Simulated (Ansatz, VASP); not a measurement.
**Rh in VASP and in Ansatz**

```
Rh
1.0
     0.00000    1.94909    1.80647
     1.94909    0.00000    1.80647
     1.94909    1.94909    0.00000
Rh
1
Direct
  0.00000 0.00000 0.00000
```

Change from the starting cell: strain +0.025 along x and y, -0.050 along z, atoms carried along.

Alike in both runs: task single point; functional PBEsol; k mesh 22 × 22 × 22; occupations gaussian, width 0.15 eV; no spin polarisation.

|  | VASP | Ansatz |
| --- | --- | --- |
| version | VASP 6.6.1 | Ansatz 0.2.0 |
| potentials or method | VASP PAW PBE potentials, release 64 (Rh_pv), cutoff 520 eV | scalar-relativistic, plane waves, PAW |
| valence electrons in the cell | 15 | 17 |

VASP gave:

- gap on the k mesh at the Fermi level (eV): none
- pressure (GPa): -3.9
- traceless stress, the component that is largest in VASP (GPa): 11.42

Question: What did Ansatz give for the same quantities?

Answer: gap on the k mesh at the Fermi level (eV): none; pressure (GPa): -3.7; traceless stress, the component that is largest in VASP (GPa): 11.45.

VASP's potentials were made for PBE, not for PBEsol. A gap of «none» marks a metal or a gap that the smearing closes. VASP's potentials hold 15 valence electrons a cell and Ansatz's 17, so a difference there can come from the potentials and not from the codes.
